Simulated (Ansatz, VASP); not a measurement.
Two plane-wave programs on NiO

INCAR

```
SYSTEM = NiO
AGGAC = 1.0
AGGAX = 1.0
ALDAC = 0.0
ALDAX = 1.0
ALGO = Normal
EDIFF = 1E-6
EDIFFG = -0.01
ENCUT = 600
GGA = B5
IBRION = 2
ISIF = 3
ISMEAR = -1
ISPIN = 2
LASPH = .TRUE.
LCHARG = .FALSE.
LMAXMIX = 4
LORBIT = 11
LREAL = .FALSE.
LWAVE = .FALSE.
MAGMOM = 1 0
NELM = 150
NSW = 60
PREC = Accurate
SIGMA = 0.05
```

File KPOINTS:

```
k-points
0
G
  11 11 11
  0 0 0
```

POSCAR

```
NiO
1.0
    0.0000000000      2.0859016414      2.0859016414
    2.0859016414      0.0000000000      2.0859016414
    2.0859016414      2.0859016414      0.0000000000
Ni O
1 1
Direct
    0.0000000000      0.0000000000      0.0000000000
    0.5000000000      0.5000000000      0.5000000000
```

The input input.yaml:

```yaml
crystal:
  lattice:
    - [0.0, 2.0859016414, 2.0859016414]
    - [2.0859016414, 0.0, 2.0859016414]
    - [2.0859016414, 2.0859016414, 0.0]
  atoms:
    - { symbol: Ni, position: [0.0, 0.0, 0.0], spin: 1.0 }
    - { symbol: O, position: [0.5, 0.5, 0.5] }
hamiltonian:
  xc: blyp
  pseudopotentials: { kind: paw }
magnetization:
  spin_polarized: true
kpoints:
  mp_grid: { grid: [11, 11, 11] }
scf:
  occupations: { method: fermi_dirac, width: 0.05 }
output:
  forces: true
  stress: true
relax:
  f_tol: 0.01
  max_steps: 40
  cell: { stress_tol: 0.05 }
```

Alike in both runs: task relaxation of cell and atoms; functional BLYP; k mesh 11 × 11 × 11; occupations fermi-dirac, width 0.05 eV; collinear spin.

|  | VASP | Ansatz |
| --- | --- | --- |
| version | VASP 6.6.1 | Ansatz 0.2.0 |
| potentials or method | VASP PAW PBE potentials, release 64 (Ni, O) | Ansatz PAW |
| plane-wave cutoff (eV) | 600 | 420 |
| valence electrons in the cell | 16 | 24 |

```tsv
	VASP	Ansatz	Ansatz less VASP
net moment per atom (μB)	0.91	0.93	+0.019
size of the moment on the site where the two differ most (μB)	0.29	0.32	+0.026
relaxed volume (Å³/atom)	9.77	9.80	+0.030
relaxed cell length with the largest relative difference (Å)	3.024	3.027	+0.0031
```

VASP's potentials were made for PBE, not for BLYP. Site moments also hang on the region over which each program counts them. VASP's potentials hold 16 valence electrons a cell and Ansatz's 24, so a difference there can come from the potentials and not from the codes.

Noted on Ansatz's run: the plane-wave basis is chosen anew once the cell has moved, so the energies of steps on either side of that aren't comparable.
